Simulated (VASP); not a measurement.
# Mo2C3 (P4/mmm) in VASP: further runs, part 2 of 3

VASP 6.6.1. The steps go on from the part before.

**5. Relaxation of cell and atoms, PBE**

This run uses another cell than the first one, of 14.36 Å³/atom, 1.181 times its volume.

Contents of INCAR:

```
SYSTEM = Mo2C3
  ALGO = Normal
  EDIFF = 1E-6
  EDIFFG = -0.04
  ENCUT = 600
  GGA = PE
  IBRION = 2
  ISIF = 3
  ISMEAR = 0
  LASPH = .True.
  LCHARG = .False.
  LREAL = .False.
  LWAVE = .False.
  NELM = 80
  NSW = 90
  PREC = Accurate
  SIGMA = 0.1
```

Contents of KPOINTS:

```
k-points
0
Gamma
  6 6 4
  0 0 0
```

Contents of POSCAR:

```
Mo2C3
1.0
    3.5594930500      0.0000000000      0.0000000000
    0.0000000000      3.5594930500      0.0000000000
    0.0000000000      0.0000000000      5.6681625200
Mo C
2 3
Direct
    0.5000000000      0.5000000000      0.7755282700
    0.5000000000      0.5000000000      0.2244717300
    0.0000000000      0.0000000000      0.0000000000
    0.5000000000      0.0000000000      0.0000000000
    0.0000000000      0.5000000000      0.0000000000
```

Potentials or basis: VASP PAW PBE potentials, release 64 (Mo_sv, C).

Launch:

```
> cat potpaw_PBE.64/Mo_sv/POTCAR potpaw_PBE.64/C/POTCAR > POTCAR
> mpirun -np 1 vasp_std > vasp.out
```

OUTCAR:

```text
SYSTEM = Mo2C3
   EDIFF = 1E-6
   EDIFFG = -0.04
   ENCUT = 600
   GGA = PE
   IBRION = 2
   ISIF = 3
   ISMEAR = 0
   LASPH = .True.
   LREAL = .False.
   NELM = 80
   NSW = 90
   PREC = Accurate

 ion  position               nearest neighbor table
   1  0.500  0.500  0.776-   4 2.19   5 2.19   4 2.19   5 2.19   2 2.54   2 3.12
   2  0.500  0.500  0.224-   4 2.19   5 2.19   4 2.19   5 2.19   1 2.54   1 3.12
   3  0.000  0.000  0.000-   4 1.78   5 1.78   5 1.78   4 1.78
   4  0.500  0.000  0.000-   3 1.78   3 1.78   1 2.19   1 2.19   2 2.19   2 2.19
   5  0.000  0.500  0.000-   3 1.78   3 1.78   1 2.19   2 2.19   1 2.19   2 2.19

  LATTYP: Found a simple tetragonal cell.
 ALAT       =     3.5594930500
 C/A-ratio  =     1.5924072446

  Lattice vectors:

 A1 = (   3.5594930500,   0.0000000000,   0.0000000000)
 A2 = (   0.0000000000,   3.5594930500,   0.0000000000)
 A3 = (   0.0000000000,   0.0000000000,   5.6681625200)

Analysis of symmetry for initial positions (statically):
=====================================================================
 Subroutine PRICEL returns:
 Original cell was already a primitive cell.

 Routine SETGRP: Setting up the symmetry group for a
 simple tetragonal supercell.

 Subroutine GETGRP returns: Found 16 space group operations
 (whereof 16 operations were pure point group operations)
 out of a pool of 16 trial point group operations.

The static configuration has the point symmetry D_4h.

Analysis of symmetry for dynamics (positions and initial velocities):
=====================================================================
 Subroutine PRICEL returns:
 Original cell was already a primitive cell.

 Routine SETGRP: Setting up the symmetry group for a
 simple tetragonal supercell.

 Subroutine GETGRP returns: Found 16 space group operations
 (whereof 16 operations were pure point group operations)
 out of a pool of 16 trial point group operations.

The dynamic configuration has the point symmetry D_4h.

 Subroutine INISYM returns: Found 16 space group operations
 (whereof 16 operations are pure point group operations),
 and found     1 'primitive' translations

----------------------------------------------------------------------------------------

                                     Primitive cell

  volume of cell :      71.8156

  direct lattice vectors                    reciprocal lattice vectors
     3.559493050  0.000000000  0.000000000     0.280938883  0.000000000  0.000000000
     0.000000000  3.559493050  0.000000000     0.000000000  0.280938883  0.000000000
     0.000000000  0.000000000  5.668162520     0.000000000  0.000000000  0.176424017

  length of vectors
     3.559493050  3.559493050  5.668162520     0.280938883  0.280938883  0.176424017

  position of ions in fractional coordinates (direct lattice)
     0.500000000  0.500000000  0.775528270
     0.500000000  0.500000000  0.224471730
     0.000000000  0.000000000  0.000000000
     0.500000000  0.000000000  0.000000000
     0.000000000  0.500000000  0.000000000

  ion indices of the primitive-cell ions
   primitive index   ion index
                 1           1
[... 37 lines left out ...]
  0.166667  0.166667  0.000000      4.000000
  0.333333  0.166667  0.000000      8.000000
[... 16 lines left out ...]
  0.333333  0.000000  0.500000      4.000000
  0.500000  0.000000  0.500000      2.000000
 [... further k-points ...]
   k-points           NKPTS =     30   k-points in BZ     NKDIM =     30   number of bands    NBANDS=     24
   number of dos      NEDOS =    301   number of ions     NIONS =      5
   total plane-waves  NPLWV =  37632
   dimension x,y,z NGX =    28 NGY =   28 NGZ =   48
   dimension x,y,z NGXF=    56 NGYF=   56 NGZF=   96
   ions per type =               2   3
   NGX,Y,Z   is equivalent  to a cutoff of  13.08, 13.08, 14.08 a.u.
   NGXF,Y,Z  is equivalent  to a cutoff of  26.15, 26.15, 28.16 a.u.
 SYSTEM =  Mo2C3
   PREC   = accura    normal or accurate (medium, high low for compatibility)
   ISTART =      0    job   : 0-new  1-cont  2-samecut
   ICHARG =      2    charge: 1-file 2-atom 10-const
   ISPIN  =      1    spin polarized calculation?
   LNONCOLLINEAR =      F non collinear calculations
   LSORBIT =      F    spin-orbit coupling
   LASPH  =      T    aspherical Exc in radial PAW
   ENCUT  =  600.0 eV  44.10 Ry    6.64 a.u.   7.11  7.11 11.32*2*pi/ulx,y,z
   NELM   =     80;   NELMIN=  2; NELMDL= -5     # of ELM steps
   EDIFF  = 0.1E-05   stopping-criterion for ELM
   LREAL  =      F    real-space projection
   EDIFFG = -.4E-01   stopping-criterion for IOM
   NSW    =     90    number of steps for IOM
   IBRION =      2    ionic relax: 0-MD 1-quasi-New 2-CG
   NFREE  =      1    steps in history (QN), initial steepest desc. (CG)
   ISIF   =      3    stress and relaxation
   ISYM   =      2    0-nonsym 1-usesym 2-fastsym
   POTIM  = 0.5000    time-step for ionic-motion
   TEBEG  =    0.0;   TEEND  =   0.0 temperature during run
   PSTRESS=    0.0 pullay stress
   NELECT =      40.0000    total number of electrons
   NUPDOWN=      -1.0000    fix difference up-down
   EMIN   =  10.00;   EMAX   =-10.00  energy-range for DOS
   EFERMI =   0.00;   METHOD = LEGACY
   ISMEAR =     0;   SIGMA  =   0.10  broadening in eV -4-tet -1-fermi 0-gaus
   EFERMI_NEDOS =   21; number of points for ismear=-14 and -15
   IALGO  =     38    algorithm
   IMIX   =      4    mixing-type and parameters
     AMIX     =   0.40;   BMIX     =  1.00
     AMIX_MAG =   1.60;   BMIX_MAG =  1.00
  volume/ion in A,a.u.               =      14.36        96.93
  Fermi-wavevector in a.u.,A,eV,Ry     =   1.346962  2.545389 24.685135  1.814306
  Thomas-Fermi vector in A             =   2.474751
   LORBIT       =      0    0 simple, 1 ext, 2 COOP (PROOUT), +10 PAW based schemes
   GGA     = PE    functional components
   LHFCALC =     F    Hartree Fock is set to
   AEXX    =    0.0000 exact exchange contribution
   IVDW    =     0    specifies the selected vdW correction
   LEPSILON=     F    determine dielectric tensor
   LRPA    =     F    only Hartree local field effects (RPA)
 conjugate gradient relaxation of ions
 non-spin polarized calculation
 Gauss-broadening in eV      SIGMA  =   0.10
  energy-cutoff  :      600.00
  volume of cell :       71.82
 maximum number of plane-waves:      2424
   NGX = 15   NGY = 15   NGZ = 23

--------------------------------------- Ionic step        1  -------------------------------------------

 number of electron      39.9999999 magnetization

 Free energy of the ion-electron system (eV)
  ---------------------------------------------------
  ext. energy  EPLUGINS =         0.00000000
  ---------------------------------------------------
  free energy    TOTEN  =       -39.37135973 eV

  energy without entropy =      -39.32967165  energy(sigma->0) =      -39.35051569

------------------------ aborting loop because EDIFF is reached ----------------------------------------

  FORCE on cell =-STRESS in cart. coord.  units (eV):
  Direction    XX          YY          ZZ          XY          YZ          ZX
  --------------------------------------------------------------------------------------
  -------------------------------------------------------------------------------------
  Total       -4.9891810     -4.9891810     -6.3368718      0.0000000      0.0000000      0.0000000
  in kB     -111.3066850   -111.3066850   -141.3731419      0.0000000      0.0000000      0.0000000
  external PRESSURE =    -121.3288373 kB  Pullay stress =       0.0000000 kB
[... 299 lines left out ...]
--------------------------------------- Ionic step        9  -------------------------------------------

 number of electron      39.9999998 magnetization

 Free energy of the ion-electron system (eV)
  ---------------------------------------------------
  ext. energy  EPLUGINS =         0.00000000
  ---------------------------------------------------
  free energy    TOTEN  =       -40.17090112 eV

  energy without entropy =      -40.15263849  energy(sigma->0) =      -40.16176980

 E-fermi :   8.8392     XC(G=0): -11.8686

 val. band max:        8.7955450481   @ k =   0.1667   0.0000   0.2500
 cond. band min:       8.8502008545   @ k =   0.0000   0.0000   0.5000
 fundamental gap:      0.0546558064
 Fermi energy:         8.8392051948

 k-point     1 :       0.0000    0.0000    0.0000
  band No.  band energies     occupation
      1     -52.5671      2.00000
      2     -52.3594      2.00000
      3     -27.3462      2.00000
      4     -26.7000      2.00000
      5     -26.7000      2.00000
      6     -26.4980      2.00000
[... 637 lines left out ...]
     23      10.0886      0.00000
     24      10.8547      0.00000

 [... further k-points ...]

------------------------ aborting loop because EDIFF is reached ----------------------------------------

  FORCE on cell =-STRESS in cart. coord.  units (eV):
  Direction    XX          YY          ZZ          XY          YZ          ZX
  --------------------------------------------------------------------------------------
  -------------------------------------------------------------------------------------
  Total        0.0445990      0.0445990      0.0284041      0.0000000      0.0000000      0.0000000
  in kB        1.1769831      1.1769831      0.7495927      0.0000000      0.0000000      0.0000000
  external PRESSURE =       1.0345196 kB  Pullay stress =       0.0000000 kB
[... 20 lines left out ...]
  FREE ENERGIE OF THE ION-ELECTRON SYSTEM (eV)
  ---------------------------------------------------
  free  energy   TOTEN  =       -40.1709011159 eV

  energy  without entropy=      -40.1526384899  energy(sigma->0) =      -40.16176980

 reached required accuracy - stopping structural energy minimisation
```

OSZICAR:

```text
N       E                     dE             d eps       ncg     rms          rms(c)
DAV:   1     0.414177593769E+03    0.41418E+03   -0.26102E+04  1456   0.183E+03
DAV:   2    -0.251216861524E+02   -0.43930E+03   -0.43530E+03  1712   0.476E+02
DAV:   3    -0.465713483443E+02   -0.21450E+02   -0.21166E+02  2064   0.941E+01
[... 93 lines left out ...]
DAV:   2    -0.401719891396E+02    0.33000E-02   -0.19131E-02  1904   0.779E-01    0.253E-01
DAV:   3    -0.401711836993E+02    0.80544E-03   -0.53890E-03  1832   0.370E-01    0.937E-02
DAV:   4    -0.401709022414E+02    0.28146E-03   -0.15130E-03  1976   0.218E-01    0.278E-02
DAV:   5    -0.401709011394E+02    0.11021E-05   -0.49529E-05  1648   0.476E-02    0.141E-02
DAV:   6    -0.401709011159E+02    0.23482E-07   -0.41228E-06  1576   0.115E-02
   9 F= -.40170901E+02 E0= -.40161770E+02  d E =-.127843E-01
```

Run time: 3.6 min. Hardware: 1 thread of Intel Xeon Platinum 8488C (Sapphire Rapids), shared host; peak memory 0.23 GiB.

Results:

```yaml
Free_energy: -40.1709 eV
Relaxed_volume: 12.14 Å³/atom
Relaxed_cell: a = 3.422 Å, b = 3.422 Å, c = 5.185 Å, α = 90.00°, β = 90.00°, γ = 90.00°
Space_group_after_relaxing_to_0.05_Å: P4/mmm (No. 123)
Energy_gained_by_relaxing: 159.9 meV/atom
Ionic_steps: 9
Pressure_after_relaxing: 0.1 GPa
Largest_force_after_relaxing: 0.007 eV/Å
Band_gap_on_the_k_mesh: zero (band 20 reaches 9.30 eV, above the bottom of band 21 at 8.19 eV)
```

Forces on the atoms (eV/Å):
```
Mo   0.000  0.000  0.007
Mo   0.000  0.000 -0.007
C    0.000  0.000  0.000
C    0.000  0.000  0.000
C    0.000  0.000  0.000
```

The path:
```
step  energy change (eV)  largest force (eV/Å)  pressure (GPa)  volume (Å³)
   1              0.0000                0.4110          -12.13        71.82
   2             -0.0996                4.5300           15.77        61.09
   3             -0.2670                2.5976            1.44        65.53
   4             -0.6692                1.7145            3.40        61.13
   5             -0.7412                0.7772            5.65        59.08
   6             -0.7627                0.7285           -5.06        62.00
   7             -0.7868                0.1053           -0.79        60.75
   8             -0.7990                0.0295           -0.09        60.72
   9             -0.7995                0.0065            0.10        60.71
```

Final structure:
```cif
data_structure
_symmetry_space_group_name_H-M 'P 1'
_symmetry_Int_Tables_number 1
_cell_length_a 3.4217
_cell_length_b 3.4217
_cell_length_c 5.1852
_cell_angle_alpha 90.000
_cell_angle_beta 90.000
_cell_angle_gamma 90.000
_cell_volume 60.71
loop_
_atom_site_label
_atom_site_type_symbol
_atom_site_fract_x
_atom_site_fract_y
_atom_site_fract_z
_atom_site_occupancy
Mo1 Mo 0.50000 0.50000 0.74431 1
Mo2 Mo 0.50000 0.50000 0.25569 1
C1 C 0.00000 0.00000 0.00000 1
C2 C 0.50000 0.00000 0.00000 1
C3 C 0.00000 0.50000 0.00000 1
```

Levels at points of the mesh, in eV from the Fermi level:
| k point | band 17 | band 18 | band 19 | band 20 | band 21 | band 22 | band 23 | band 24 |
| --- | --- | --- | --- | --- | --- | --- | --- | --- |
| (0.00, 0.00, 0.00) | -3.34 | -2.70 | -0.89 | -0.29 | 0.72 | 0.86 | 1.72 | 1.72 |
| (0.50, 0.00, 0.00) | -2.21 | -1.97 | -0.26 | 0.46 | 0.54 | 0.55 | 1.83 | 1.99 |
| (0.50, 0.50, 0.00) | -1.92 | -1.59 | -1.09 | -1.06 | 1.12 | 1.84 | 3.08 | 3.08 |
| (0.00, 0.00, 0.50) | -2.72 | -1.31 | -1.23 | -0.65 | -0.65 | 0.01 | 0.35 | 0.94 |
| (0.50, 0.00, 0.50) | -2.58 | -0.77 | -0.72 | -0.49 | -0.04 | 1.00 | 1.25 | 2.02 |
| (0.50, 0.50, 0.50) | -1.00 | -1.00 | -0.49 | 0.03 | 0.84 | 1.08 | 1.08 | 1.23 |

Caveat: the volume moved by over 15 % at a fixed basis, so the end points are rough.

**6. Single point, PBE, collinear spin, ferromagnetic start**

Contents of INCAR:

```
SYSTEM = Mo2C3
PREC = Accurate
ENCUT = 520
EDIFF = 1E-6
ISMEAR = 0
SIGMA = 0.1
LREAL = .FALSE.
LASPH = .TRUE.
NELM = 150
ALGO = Normal
ISIF = 2
LWAVE = .FALSE.
LCHARG = .FALSE.
ISPIN = 2
MAGMOM = 1 1 0 0 0
LORBIT = 11
LMAXMIX = 4
GGA = PE
NBANDS = 32
```

Contents of KPOINTS:

```
Automatic mesh
0
G
  6 6 4
  0 0 0
```

Contents of POSCAR:

```
Mo2C3
1.0
    3.4248330470      0.0000000000      0.0000000000
    0.0000000000      3.4248330470      0.0000000000
    0.0000000000      0.0000000000      5.1843518075
Mo C
2 3
Direct
    0.5000000000      0.5000000000      0.7446524651
    0.5000000000      0.5000000000      0.2553475349
    0.0000000000      0.0000000000      0.0000000000
    0.5000000000      0.0000000000      0.0000000000
    0.0000000000      0.5000000000      0.0000000000
```

Potentials or basis: VASP PAW PBE potentials, release 64 (Mo_sv, C).

Launch:

```
> cat potpaw_PBE.64/Mo_sv/POTCAR potpaw_PBE.64/C/POTCAR > POTCAR
> mpirun -np 1 vasp_std > vasp.out
```

Run time: 76 s. Hardware: 1 thread of Intel Xeon Platinum 8488C (Sapphire Rapids), shared host; peak memory 0.25 GiB.

It converged, with:

* Free energy: -40.1550 eV
* Pressure: 0.1 GPa
* Largest force: 0.035 eV/Å
* Band gap on the k mesh: zero (filled and empty bands overlap)
* Net moment: 0.01 μB per cell
* Valence electrons inside the program's atomic spheres: Mo 12.52; C 2.21, 2.39

Forces in eV/Å, atoms in the order of the input:
```
Mo   0.000  0.000 -0.035
Mo   0.000  0.000  0.035
C    0.000  0.000  0.000
C    0.000  0.000  0.000
C    0.000  0.000  0.000
```

Stress tensor (GPa, compression positive):
```
0.05 0.00 0.00
0.00 0.05 0.00
0.00 0.00 0.24
```

Levels at points of the mesh, in eV from the Fermi level:
Spin up:
```
           k point  band 16  band 17  band 18  band 19  band 20  band 21  band 22  band 23  band 24  band 25
(0.00, 0.00, 0.00)    -3.34    -3.34    -2.68    -0.90    -0.30     0.71     0.88     1.73     1.73     2.42
(0.50, 0.00, 0.00)    -5.08    -2.20    -1.98    -0.27     0.46     0.55     0.55     1.83     1.98     3.61
(0.50, 0.50, 0.00)    -1.91    -1.91    -1.61    -1.10    -1.05     1.12     1.83     2.28     3.07     3.07
(0.00, 0.00, 0.50)    -2.73    -2.73    -1.30    -1.24    -0.63    -0.63     0.00     0.35     0.97     1.91
(0.50, 0.00, 0.50)    -4.13    -2.57    -0.77    -0.71    -0.48    -0.06     1.00     1.23     2.02     2.02
(0.50, 0.50, 0.50)    -1.50    -1.00    -1.00    -0.48     0.03     0.84     1.07     1.07     1.21     1.71
```
Spin down:
| k point | band 17 | band 18 | band 19 | band 20 | band 21 | band 22 | band 23 | band 24 |
| --- | --- | --- | --- | --- | --- | --- | --- | --- |
| (0.00, 0.00, 0.00) | -3.34 | -2.68 | -0.90 | -0.29 | 0.72 | 0.88 | 1.73 | 1.73 |
| (0.50, 0.00, 0.00) | -2.20 | -1.98 | -0.26 | 0.47 | 0.55 | 0.56 | 1.84 | 1.98 |
| (0.50, 0.50, 0.00) | -1.91 | -1.61 | -1.10 | -1.04 | 1.12 | 1.83 | 2.28 | 3.08 |
| (0.00, 0.00, 0.50) | -2.72 | -1.30 | -1.24 | -0.63 | -0.63 | 0.01 | 0.36 | 0.97 |
| (0.50, 0.00, 0.50) | -2.57 | -0.76 | -0.71 | -0.48 | -0.06 | 1.01 | 1.24 | 2.01 |
| (0.50, 0.50, 0.50) | -0.99 | -0.99 | -0.48 | 0.04 | 0.84 | 1.07 | 1.07 | 1.21 |

(Continued in part 3 of 3.)
